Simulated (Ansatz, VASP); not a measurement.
Nb in VASP and in Ansatz

```
Nb
1.0
     4.81685    0.00000    0.00000
    -2.40843    4.17152    0.00000
     0.00000    0.00000    2.65158
Nb
3
Direct
  0.00000 0.00000 0.00000
  0.33333 0.66667 0.50000
  0.66667 0.33333 0.50000
```

Alike in both runs: task single point; functional PBE; k mesh 9 × 9 × 13; occupations fermi-dirac, width 0.1 eV; no spin polarisation.

|  | VASP | Ansatz |
| --- | --- | --- |
| version | VASP 6.6.1 | Ansatz 0.2.0 |
| potentials or method | VASP PAW PBE potentials, release 64 (Nb_sv), cutoff 500 eV | plane waves (420 eV) with PAW, scalar-relativistic |
| valence electrons in the cell | 39 | 39 |

```csv
,VASP,Ansatz,Ansatz less VASP
pressure (GPa),6.9,7.3,+0.36
"traceless stress, the component that is largest in VASP (GPa)",-0.11,-0.18,-0.072
```
